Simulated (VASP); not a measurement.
Runs of VASP 6.6.1 on Sb. The structure is that of space group Pm-3m (No. 221), or close to it. The cells are those of the table. This isn't the form of Sb at room conditions, which is rhombohedral.

```tsv
level	cell	k mesh	cutoff (eV)	smearing	share of exact exchange	screening parameter	gap on the mesh (eV)	pressure (GPa)
r2SCAN0	a = 3.139 Å, 1 atom	4 × 4 × 4	520	fermi-dirac 0.05 eV	0.25	-	none	-6.4
PBE0	a = 3.095 Å, 1 atom	6 × 6 × 6	520	fermi-dirac 0.05 eV	0.25	-	none	(a)
PBE-based screened hybrid with 10 % exact exchange	a = 3.160 Å, 1 atom	4 × 4 × 4	520	fermi-dirac 0.05 eV	0.1	0.2 1/Å	none	(b)
PBE0	a = 3.202 Å, 1 atom	6 × 6 × 6	520	fermi-dirac 0.05 eV	0.25	-	none	-5.9
PBE0+D4	a = 3.404 Å, 1 atom	4 × 4 × 4	400	fermi-dirac 0.1 eV	0.25	-	none	-11.5
```

Alike in all rows: task single point; potentials or basis VASP PAW PBE potentials, release 64 (Sb); no spin polarisation.

**Question.** Estimate the missing entries.

**Answer.** (a) -3.1; (b) -4.3.

Caveats: some runs use coarse meshes; the PAW data sets were made with another functional, which shifts forces and pressure a little; spin-orbit coupling is left out, which moves the levels of the heavy elements; the cell stands under tension (at least some runs).

A k mesh can miss the band edges, and the runs leave out spin-orbit coupling on Sb.

A gap of «none» marks levels without a gap at the run's occupations.
